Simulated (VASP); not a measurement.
# ZnS (P6_3mc) in VASP: single point with LDA

Aim: the single point of ZnS with LDA.

Program: VASP 6.6.1. These are calculated values, not measurements. Logs are shortened: lines on timing, memory, paths and dates and some standing lists are left out, and cuts for length are marked.

## (1) The cell of the first run

The structure is hexagonal, space group P6_3mc (No. 186). The conventional cell has a = 3.738 Å, b = 3.738 Å, c = 6.143 Å, α = 90.00°, β = 90.00°, γ = 120.00°. Within 3.0 Å of Zn (site symmetry 3m) lie 4 S at 2.29 to 2.30 Å. Within 3.0 Å of S (site symmetry 3m) lie 4 Zn at 2.29 to 2.30 Å.

## (2) Single point, LDA

File INCAR:

```
SYSTEM = ZnS
  ALGO = Normal
  EDIFF = 1E-6
  ENCUT = 520
  GGA = CA
  ISIF = 2
  ISMEAR = -1
  LASPH = .TRUE.
  LCHARG = .FALSE.
  LREAL = .FALSE.
  LWAVE = .FALSE.
  NBANDS = 26
  NELM = 100
  PREC = Accurate
  SIGMA = 0.08
```

File KPOINTS:

```
k-points
0
G
  10 10 6
  0 0 0
```

File POSCAR:

```
ZnS
1.0
    3.7382324364      0.0000000000      0.0000000000
   -1.8691162182      3.2374042551      0.0000000000
    0.0000000000      0.0000000000      6.1429976694
Zn S
2 2
Direct
    0.3333333333      0.6666666667      0.0055913260
    0.6666666667      0.3333333333      0.5055913260
    0.3333333333      0.6666666667      0.3794086740
    0.6666666667      0.3333333333      0.8794086740
```

Potentials or basis: VASP PAW LDA potentials, release 64 (Zn, S).

Command:

```bash
$ cat potpaw_LDA.64/Zn/POTCAR potpaw_LDA.64/S/POTCAR > POTCAR
$ mpirun -np 1 vasp_std > vasp.out
```

OUTCAR:

```text
SYSTEM = ZnS
   EDIFF = 1E-6
   ENCUT = 520
   GGA = CA
   ISIF = 2
   ISMEAR = -1
   LASPH = .TRUE.
   LREAL = .FALSE.
   NELM = 100
   PREC = Accurate

 ion  position               nearest neighbor table
   1  0.333  0.667  0.006-   4 2.29   4 2.29   4 2.29   3 2.30
   2  0.667  0.333  0.506-   3 2.29   3 2.29   3 2.29   4 2.30
   3  0.333  0.667  0.379-   2 2.29   2 2.29   2 2.29   1 2.30
   4  0.667  0.333  0.879-   1 2.29   1 2.29   1 2.29   2 2.30

  LATTYP: Found a hexagonal cell.
 ALAT       =     3.7382324364
 C/A-ratio  =     1.6432893818

  Lattice vectors:

 A1 = (   3.7382324364,   0.0000000000,   0.0000000000)
 A2 = (  -1.8691162182,   3.2374042551,   0.0000000000)
 A3 = (   0.0000000000,   0.0000000000,   6.1429976694)

Analysis of symmetry for initial positions (statically):
=====================================================================
 Subroutine PRICEL returns:
 Original cell was already a primitive cell.

 Routine SETGRP: Setting up the symmetry group for a
 hexagonal supercell.

 Subroutine GETGRP returns: Found 12 space group operations
 (whereof  6 operations were pure point group operations)
 out of a pool of 24 trial point group operations.

The static configuration has the point symmetry C_3v.
 The point group associated with its full space group is C_6v.

Analysis of symmetry for dynamics (positions and initial velocities):
=====================================================================
 Subroutine PRICEL returns:
 Original cell was already a primitive cell.

 Routine SETGRP: Setting up the symmetry group for a
 hexagonal supercell.

 Subroutine GETGRP returns: Found 12 space group operations
 (whereof  6 operations were pure point group operations)
 out of a pool of 24 trial point group operations.

The dynamic configuration has the point symmetry C_3v.
 The point group associated with its full space group is C_6v.

 Subroutine INISYM returns: Found 12 space group operations
 (whereof  6 operations are pure point group operations),
 and found     1 'primitive' translations

----------------------------------------------------------------------------------------

                                     Primitive cell

  volume of cell :      74.3436

  direct lattice vectors                    reciprocal lattice vectors
     3.738232436  0.000000000  0.000000000     0.267506105  0.154444722  0.000000000
    -1.869116218  3.237404255  0.000000000     0.000000000  0.308889444  0.000000000
     0.000000000  0.000000000  6.142997669     0.000000000  0.000000000  0.162786974
[... 89 lines left out ...]
   LREAL  =      F    real-space projection
   EDIFFG = 0.1E-04   stopping-criterion for IOM
   NSW    =      0    number of steps for IOM
   IBRION =     -1    ionic relax: 0-MD 1-quasi-New 2-CG
   NFREE  =      0    steps in history (QN), initial steepest desc. (CG)
   ISIF   =      2    stress and relaxation
   ISYM   =      2    0-nonsym 1-usesym 2-fastsym
   POTIM  = 0.5000    time-step for ionic-motion
   TEBEG  =    0.0;   TEEND  =   0.0 temperature during run
   PSTRESS=    0.0 pullay stress
   NELECT =      36.0000    total number of electrons
   NUPDOWN=      -1.0000    fix difference up-down
   EMIN   =  10.00;   EMAX   =-10.00  energy-range for DOS
   EFERMI =   0.00;   METHOD = LEGACY
   ISMEAR =    -1;   SIGMA  =   0.08  broadening in eV -4-tet -1-fermi 0-gaus
   EFERMI_NEDOS =   21; number of points for ismear=-14 and -15
   IALGO  =     38    algorithm
   IMIX   =      4    mixing-type and parameters
     AMIX     =   0.40;   BMIX     =  1.00
     AMIX_MAG =   1.60;   BMIX_MAG =  1.00
  volume/ion in A,a.u.               =      18.59       125.42
  Fermi-wavevector in a.u.,A,eV,Ry     =   1.285566  2.429368 22.486085  1.652681
  Thomas-Fermi vector in A             =   2.417693
   LORBIT       =      0    0 simple, 1 ext, 2 COOP (PROOUT), +10 PAW based schemes
   GGA     = CA    functional components
   LHFCALC =     F    Hartree Fock is set to
   AEXX    =    0.0000 exact exchange contribution
   IVDW    =     0    specifies the selected vdW correction
   LEPSILON=     F    determine dielectric tensor
   LRPA    =     F    only Hartree local field effects (RPA)
 non-spin polarized calculation
  energy-cutoff  :      520.00
  volume of cell :       74.34
 maximum number of plane-waves:      2024
 NGX is ok and might be reduce to    28
   NGX = 13   NGY = 13   NGZ = 23

 number of electron      36.0000015 magnetization

 Free energy of the ion-electron system (eV)
  ---------------------------------------------------
  ext. energy  EPLUGINS =         0.00000000
  ---------------------------------------------------
  free energy    TOTEN  =       -16.40295293 eV

  energy without entropy =      -16.40295291  energy(sigma->0) =      -16.40295292

 E-fermi :   3.7285     XC(G=0): -10.3088

 val. band max:        2.5314275380   @ k =   0.0000   0.0000   0.0000
 cond. band min:       4.7573700287   @ k =   0.0000   0.0000   0.0000
 fundamental gap:      2.2259424907
 Fermi energy:         3.7284681259

 k-point     1 :       0.0000    0.0000    0.0000
  band No.  band energies     occupation
      1     -11.0438      2.00000
      2      -9.9766      2.00000
      3      -4.2369      2.00000
      4      -4.2167      2.00000
      5      -4.2167      2.00000
      6      -4.1275      2.00000
[... 685 lines left out ...]
     25      11.8398      0.00000
     26      13.2718      0.00000

 [... further k-points ...]

------------------------ aborting loop because EDIFF is reached ----------------------------------------

  FORCE on cell =-STRESS in cart. coord.  units (eV):
  Direction    XX          YY          ZZ          XY          YZ          ZX
  --------------------------------------------------------------------------------------
  -------------------------------------------------------------------------------------
  Total        0.1065679      0.1065679      0.1134812      0.0000000      0.0000000      0.0000000
  in kB        2.2966430      2.2966430      2.4456315      0.0000000      0.0000000      0.0000000
  external PRESSURE =       2.3463058 kB  Pullay stress =       0.0000000 kB

 VOLUME and BASIS-vectors are now :
 -----------------------------------------------------------------------------
  energy-cutoff  :      520.00
  volume of cell :       74.34
      direct lattice vectors                 reciprocal lattice vectors
     3.738232436  0.000000000  0.000000000     0.267506105  0.154444722  0.000000000
    -1.869116218  3.237404255  0.000000000     0.000000000  0.308889444  0.000000000
     0.000000000  0.000000000  6.142997669     0.000000000  0.000000000  0.162786974

 POSITION                                       TOTAL-FORCE (eV/Angst)
 -----------------------------------------------------------------------------------
     -0.00000      2.15827      0.03435         0.000000      0.000000      0.000360
      1.86912      1.07913      3.10585         0.000000     -0.000000      0.000360
     -0.00000      2.15827      2.33071         0.000000      0.000000     -0.000360
      1.86912      1.07913      5.40221        -0.000000      0.000000     -0.000360
 -----------------------------------------------------------------------------------
    total drift:                               -0.000001     -0.000001     -0.000671

  FREE ENERGIE OF THE ION-ELECTRON SYSTEM (eV)
  ---------------------------------------------------
  free  energy   TOTEN  =       -16.4029529277 eV

  energy  without entropy=      -16.4029529059  energy(sigma->0) =      -16.40295292
```

stdout:

```text
POSCAR found type information on POSCAR ZnS
 POSCAR found :  2 types and       4 ions
 scaLAPACK will be used
 LDA part: xc-table for (Slater(with rela. corr.)+CA(PZ))
 , standard interpolation
 POSCAR, INCAR and KPOINTS ok, starting setup
 FFT: planning ... GRIDC
 FFT: planning ... GRID_SOFT
 FFT: planning ... GRID
 WAVECAR not read
 entering main loop
```

Run time: 90 s. Hardware: 1 thread of Intel Xeon Platinum 8259CL at 2.50GHz (Skylake/Cascade Lake), shared host; peak memory 0.22 GiB.

Results:

| Quantity | Value |
| --- | --- |
| Free energy | -16.4030 eV |
| Pressure | 0.2 GPa |
| Band gap on the k mesh | 2.23 eV |
